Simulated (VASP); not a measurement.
# Sr (Fd-3m) in VASP: notebook

The runs below take Sr through single point, with BLYP.

Everything below comes from runs of VASP 6.6.1. Logs are shortened: lines on timing, memory, paths and dates and some standing lists are left out, and cuts for length are marked.

**1. The cell of the first run**

Symmetry: Fd-3m, No. 227, cubic system. The conventional cell has a = 10.216 Å, b = 10.216 Å, c = 10.216 Å, α = 90.00°, β = 90.00°, γ = 90.00°. Sr (site symmetry -43m) has 4 Sr at 4.42 Å within 5.8 Å.

This isn't the form of Sr at room conditions, which is fcc.

**2. Single point, BLYP (133.28 Å³/atom)**

Contents of INCAR:

```
SYSTEM = Sr
  AGGAC = 1.0
  AGGAX = 1.0
  ALDAC = 0.0
  ALDAX = 1.0
  ALGO = Normal
  EDIFF = 1E-6
  ENCUT = 520
  GGA = B5
  ISIF = 2
  ISMEAR = -1
  LASPH = .TRUE.
  LCHARG = .TRUE.
  LELF = .TRUE.
  LREAL = .FALSE.
  LVHAR = .TRUE.
  LWAVE = .FALSE.
  NBANDS = 17
  NELM = 80
  PREC = Accurate
  SIGMA = 0.1
```

Contents of KPOINTS:

```
k-points
0
G
  6 6 6
  0 0 0
```

Contents of POSCAR:

```
Sr
1.0
    0.0000000000      5.1080016270      5.1080016270
    5.1080016270      0.0000000000      5.1080016270
    5.1080016270      5.1080016270      0.0000000000
Sr
2
Direct
    0.1250000000      0.1250000000      0.1250000000
    0.8750000000      0.8750000000      0.8750000000
```

Potentials or basis: VASP PAW PBE potentials, release 64 (Sr_sv).

Started as:

```bash
> cat potpaw_PBE.64/Sr_sv/POTCAR > POTCAR
> mpirun -np 1 vasp_std > vasp.out
```

OUTCAR:

```text
SYSTEM = Sr
   EDIFF = 1E-6
   ENCUT = 520
   GGA = B5
   ISIF = 2
   ISMEAR = -1
   LASPH = .TRUE.
   LREAL = .FALSE.
   NELM = 80
   PREC = Accurate

 ion  position               nearest neighbor table
   1  0.125  0.125  0.125-   2 4.42   2 4.42   2 4.42   2 4.42
   2  0.875  0.875  0.875-   1 4.42   1 4.42   1 4.42   1 4.42

  LATTYP: Found a face centered cubic cell.
 ALAT       =    10.2160032540

  Lattice vectors:

 A1 = (   0.0000000000,   5.1080016270,   5.1080016270)
 A2 = (   5.1080016270,   0.0000000000,   5.1080016270)
 A3 = (   5.1080016270,   5.1080016270,   0.0000000000)

Analysis of symmetry for initial positions (statically):
=====================================================================
 Subroutine PRICEL returns:
 Original cell was already a primitive cell.

 Routine SETGRP: Setting up the symmetry group for a
 face centered cubic supercell.

 Subroutine GETGRP returns: Found 48 space group operations
 (whereof 12 operations were pure point group operations)
 out of a pool of 48 trial point group operations.

The static configuration has the point symmetry D_3d.
 The point group associated with its full space group is O_h .

Analysis of symmetry for dynamics (positions and initial velocities):
=====================================================================
 Subroutine PRICEL returns:
 Original cell was already a primitive cell.

 Routine SETGRP: Setting up the symmetry group for a
 face centered cubic supercell.

 Subroutine GETGRP returns: Found 48 space group operations
 (whereof 12 operations were pure point group operations)
 out of a pool of 48 trial point group operations.

The dynamic configuration has the point symmetry D_3d.
 The point group associated with its full space group is O_h .

 Subroutine INISYM returns: Found 48 space group operations
 (whereof 12 operations are pure point group operations),
 and found     1 'primitive' translations

----------------------------------------------------------------------------------------

                                     Primitive cell

  volume of cell :     266.5527

  direct lattice vectors                    reciprocal lattice vectors
     0.000000000  5.108001627  5.108001627    -0.097885638  0.097885638  0.097885638
     5.108001627  0.000000000  5.108001627     0.097885638 -0.097885638  0.097885638
     5.108001627  5.108001627  0.000000000     0.097885638  0.097885638 -0.097885638

  length of vectors
     7.223805178  7.223805178  7.223805178     0.169542899  0.169542899  0.169542899

  position of ions in fractional coordinates (direct lattice)
     0.125000000  0.125000000  0.125000000
     0.875000000  0.875000000  0.875000000

  ion indices of the primitive-cell ions
   primitive index   ion index
                 1           1
                 2           2

----------------------------------------------------------------------------------------

 KPOINTS: k-points

Automatic generation of k-mesh.
 Grid dimensions read from file:
 generate k-points for:    6    6    6

 Generating k-lattice:

  Cartesian coordinates                     Fractional coordinates (reciprocal lattice)
    -0.016314273  0.016314273  0.016314273     0.166666667  0.000000000  0.000000000
     0.016314273 -0.016314273  0.016314273     0.000000000  0.166666667  0.000000000
     0.016314273  0.016314273 -0.016314273     0.000000000  0.000000000  0.166666667

  Length of vectors
     0.028257150  0.028257150  0.028257150

  Shift w.r.t. Gamma in fractional coordinates (k-lattice)
     0.000000000  0.000000000  0.000000000

 Subroutine IBZKPT returns following result:
 ===========================================

 Found     16 irreducible k-points:

 Following reciprocal coordinates:
            Coordinates               Weight
  0.000000  0.000000  0.000000      1.000000
  0.166667  0.000000  0.000000      8.000000
  0.333333  0.000000  0.000000      8.000000
  0.500000  0.000000  0.000000      4.000000
  0.166667  0.166667  0.000000      6.000000
  0.333333  0.166667  0.000000     24.000000
[... 8 lines left out ...]
 -0.333333  0.333333  0.166667     24.000000
 -0.333333  0.500000  0.166667     12.000000
   k-points           NKPTS =     16   k-points in BZ     NKDIM =     16   number of bands    NBANDS=     17
   number of dos      NEDOS =    301   number of ions     NIONS =      2
   total plane-waves  NPLWV = 157464
   dimension x,y,z NGX =    54 NGY =   54 NGZ =   54
   dimension x,y,z NGXF=   108 NGYF=  108 NGZF=  108
   ions per type =               2
   NGX,Y,Z   is equivalent  to a cutoff of  12.43, 12.43, 12.43 a.u.
   NGXF,Y,Z  is equivalent  to a cutoff of  24.85, 24.85, 24.85 a.u.
 SYSTEM =  Sr
   PREC   = accura    normal or accurate (medium, high low for compatibility)
   ISTART =      0    job   : 0-new  1-cont  2-samecut
   ICHARG =      2    charge: 1-file 2-atom 10-const
   ISPIN  =      1    spin polarized calculation?
   LNONCOLLINEAR =      F non collinear calculations
   LSORBIT =      F    spin-orbit coupling
   LASPH  =      T    aspherical Exc in radial PAW
   ENCUT  =  520.0 eV  38.22 Ry    6.18 a.u.  13.43 13.43 13.43*2*pi/ulx,y,z
   NELM   =     80;   NELMIN=  2; NELMDL= -5     # of ELM steps
   EDIFF  = 0.1E-05   stopping-criterion for ELM
   LREAL  =      F    real-space projection
[... 7 lines left out ...]
   TEBEG  =    0.0;   TEEND  =   0.0 temperature during run
   PSTRESS=    0.0 pullay stress
   NELECT =      20.0000    total number of electrons
   NUPDOWN=      -1.0000    fix difference up-down
   EMIN   =  10.00;   EMAX   =-10.00  energy-range for DOS
   EFERMI =   0.00;   METHOD = LEGACY
   ISMEAR =    -1;   SIGMA  =   0.10  broadening in eV -4-tet -1-fermi 0-gaus
   EFERMI_NEDOS =   21; number of points for ismear=-14 and -15
   IALGO  =     38    algorithm
   IMIX   =      4    mixing-type and parameters
     AMIX     =   0.40;   BMIX     =  1.00
     AMIX_MAG =   1.60;   BMIX_MAG =  1.00
  volume/ion in A,a.u.               =     133.28       899.39
  Fermi-wavevector in a.u.,A,eV,Ry     =   0.690490  1.304836  6.486930  0.476776
  Thomas-Fermi vector in A             =   1.771872
   LORBIT       =      0    0 simple, 1 ext, 2 COOP (PROOUT), +10 PAW based schemes
   GGA     = B5    functional components
   LHFCALC =     F    Hartree Fock is set to
   AEXX    =    0.0000 exact exchange contribution
   IVDW    =     0    specifies the selected vdW correction
   LEPSILON=     F    determine dielectric tensor
   LRPA    =     F    only Hartree local field effects (RPA)
 non-spin polarized calculation
  energy-cutoff  :      520.00
  volume of cell :      266.55
 maximum number of plane-waves:      7239
 NGX is ok and might be reduce to    54
   NGX = 27   NGY = 27   NGZ = 27

 number of electron      20.0000000 magnetization

 Free energy of the ion-electron system (eV)
  ---------------------------------------------------
  ext. energy  EPLUGINS =         0.00000000
  ---------------------------------------------------
  free energy    TOTEN  =        -0.66774365 eV

  energy without entropy =       -0.58314959  energy(sigma->0) =       -0.62544662

 E-fermi :  -0.1010     XC(G=0):  -4.2382

 val. band max:       -0.1757089979   @ k =  -0.1667   0.1667   0.0000
 cond. band min:      -0.0073234377   @ k =  -0.3333   0.3333   0.0000
 fundamental gap:      0.1683855602
 Fermi energy:        -0.1009817749

 k-point     1 :       0.0000    0.0000    0.0000
  band No.  band energies     occupation
      1     -37.8752      2.00000
      2     -37.8698      2.00000
      3     -19.8931      2.00000
      4     -19.8931      2.00000
      5     -19.8931      2.00000
      6     -19.8562      2.00000
[... 9 lines left out ...]
     16       1.0731      0.00002
     17       1.0731      0.00002

 k-point     2 :       0.1667    0.0000    0.0000
  band No.  band energies     occupation
      1     -37.8749      2.00000
      2     -37.8700      2.00000
      3     -19.8939      2.00000
      4     -19.8939      2.00000
      5     -19.8924      2.00000
      6     -19.8570      2.00000
[... 9 lines left out ...]
     16       1.0981      0.00001
     17       1.0981      0.00001

 k-point     3 :       0.3333    0.0000    0.0000
  band No.  band energies     occupation
      1     -37.8743      2.00000
      2     -37.8707      2.00000
      3     -19.8954      2.00000
      4     -19.8954      2.00000
      5     -19.8909      2.00000
      6     -19.8586      2.00000
[... 9 lines left out ...]
     16       1.2270      0.00000
     17       1.2270      0.00000

 k-point     4 :       0.5000    0.0000    0.0000
  band No.  band energies     occupation
      1     -37.8738      2.00000
      2     -37.8711      2.00000
      3     -19.8961      2.00000
      4     -19.8961      2.00000
      5     -19.8901      2.00000
      6     -19.8594      2.00000
[... 9 lines left out ...]
     16       1.3522      0.00000
     17       1.3522      0.00000

 k-point     5 :       0.1667    0.1667    0.0000
  band No.  band energies     occupation
      1     -37.8748      2.00000
      2     -37.8701      2.00000
      3     -19.8948      2.00000
      4     -19.8948      2.00000
      5     -19.8906      2.00000
      6     -19.8587      2.00000
[... 9 lines left out ...]
     16       1.0876      0.00001
     17       1.0876      0.00001

 k-point     6 :       0.3333    0.1667    0.0000
  band No.  band energies     occupation
      1     -37.8743      2.00000
      2     -37.8707      2.00000
      3     -19.8965      2.00000
      4     -19.8963      2.00000
      5     -19.8881      2.00000
      6     -19.8613      2.00000
[... 9 lines left out ...]
     16       1.1648      0.00001
     17       1.2016      0.00000
[... 121 lines left out ...]
 k-point    13 :       0.5000    0.5000    0.0000
  band No.  band energies     occupation
      1     -37.8725      2.00000
      2     -37.8725      2.00000
      3     -19.8992      2.00000
      4     -19.8992      2.00000
      5     -19.8748      2.00000
      6     -19.8748      2.00000
[... 9 lines left out ...]
     16       1.1442      0.00001
     17       1.5163      0.00000

 k-point    14 :       0.5000    0.3333    0.1667
  band No.  band energies     occupation
      1     -37.8737      2.00000
      2     -37.8713      2.00000
      3     -19.8986      2.00000
      4     -19.8973      2.00000
      5     -19.8840      2.00000
      6     -19.8655      2.00000
[... 9 lines left out ...]
     16       1.1714      0.00001
     17       1.4621      0.00000

 k-point    15 :      -0.3333    0.3333    0.1667
  band No.  band energies     occupation
      1     -37.8732      2.00000
      2     -37.8718      2.00000
      3     -19.8993      2.00000
      4     -19.8980      2.00000
      5     -19.8811      2.00000
      6     -19.8684      2.00000
[... 9 lines left out ...]
     16       1.2410      0.00000
     17       1.5983      0.00000

 k-point    16 :      -0.3333    0.5000    0.1667
  band No.  band energies     occupation
      1     -37.8725      2.00000
      2     -37.8725      2.00000
      3     -19.8992      2.00000
      4     -19.8992      2.00000
      5     -19.8748      2.00000
      6     -19.8748      2.00000
[... 9 lines left out ...]
     16       1.0582      0.00002
     17       1.7020      0.00000

------------------------ aborting loop because EDIFF is reached ----------------------------------------

  FORCE on cell =-STRESS in cart. coord.  units (eV):
  Direction    XX          YY          ZZ          XY          YZ          ZX
  --------------------------------------------------------------------------------------
  -------------------------------------------------------------------------------------
  Total       -0.0543289     -0.0543289     -0.0543289      0.0000000      0.0000000     -0.0000000
  in kB       -0.3265568     -0.3265568     -0.3265568      0.0000000      0.0000000     -0.0000000
  external PRESSURE =      -0.3265568 kB  Pullay stress =       0.0000000 kB

 VOLUME and BASIS-vectors are now :
 -----------------------------------------------------------------------------
  energy-cutoff  :      520.00
  volume of cell :      266.55
      direct lattice vectors                 reciprocal lattice vectors
     0.000000000  5.108001627  5.108001627    -0.097885638  0.097885638  0.097885638
     5.108001627  0.000000000  5.108001627     0.097885638 -0.097885638  0.097885638
     5.108001627  5.108001627  0.000000000     0.097885638  0.097885638 -0.097885638

 POSITION                                       TOTAL-FORCE (eV/Angst)
 -----------------------------------------------------------------------------------
      1.27700      1.27700      1.27700         0.000000     -0.000000      0.000000
      8.93900      8.93900      8.93900        -0.000000      0.000000     -0.000000
 -----------------------------------------------------------------------------------
    total drift:                               -0.000000      0.000000     -0.000000

  FREE ENERGIE OF THE ION-ELECTRON SYSTEM (eV)
  ---------------------------------------------------
  free  energy   TOTEN  =        -0.6677436519 eV

  energy  without entropy=       -0.5831495885  energy(sigma->0) =       -0.62544662
```

It took 3.2 min on 1 thread of AMD EPYC 7R13, shared host; peak memory 0.37 GiB.

Results:

- Free energy: -0.6677 eV
- Pressure: 0.0 GPa
- Band gap on the k mesh: zero (bands 10 and 11 overlap by 0.39 eV)

Caveat: the PAW data sets were made with another functional, which shifts forces and pressure a little.

**3. Single point, BLYP (138.40 Å³/atom)**

This run uses another cell than the first one, of 138.40 Å³/atom.

Contents of INCAR:

```
SYSTEM = Sr
AGGAC = 1.0 ; AGGAX = 1.0
ALDAC = 0.0 ; ALDAX = 1.0
ALGO = Normal ; EDIFF = 1E-6
ENCUT = 520 ; GGA = B5
ISIF = 2 ; ISMEAR = -1
LASPH = .True. ; LCHARG = .False.
LREAL = .False. ; LWAVE = .False.
NBANDS = 17 ; NELM = 60
PREC = Accurate ; SIGMA = 0.1
```

Contents of KPOINTS:

```
k-points
0
Gamma
  6 6 6
  0 0 0
```

Contents of POSCAR:

```
Sr
1.0
    0.0000000000      5.1726667402      5.1726667402
    5.1726667402      0.0000000000      5.1726667402
    5.1726667402      5.1726667402      0.0000000000
Sr
2
Direct
    0.1250000000      0.1250000000      0.1250000000
    0.8750000000      0.8750000000      0.8750000000
```

Potentials or basis: VASP PAW PBE potentials, release 64 (Sr_sv).

Started as:

```bash
> cat potpaw_PBE.64/Sr_sv/POTCAR > POTCAR
> mpirun -np 1 vasp_std > vasp.out
```

Run time: 3.2 min. Hardware: 1 thread of AMD EPYC 7R13, shared host; peak memory 0.37 GiB.

Results (log left out):

* Free energy: -0.6637 eV
* Pressure: -0.1 GPa
* Band gap on the k mesh: zero (bands 10 and 11 overlap by 0.37 eV)

Levels at points of the mesh, in eV from the Fermi level:
```
           k point  band 8  band 9  band 10  band 11  band 12  band 13
(0.00, 0.00, 0.00)  -19.79   -2.48     0.48     0.48     0.48     0.79
(0.50, 0.00, 0.00)  -19.79   -1.83    -0.75     0.57     0.58     0.58
(0.50, 0.50, 0.00)  -19.79   -1.23    -1.23     0.35     0.35     0.54
```

Caveat: the PAW data sets were made with another functional, which shifts forces and pressure a little.

The gap in the log of VASP goes by the Fermi energy; the results here count the filled bands.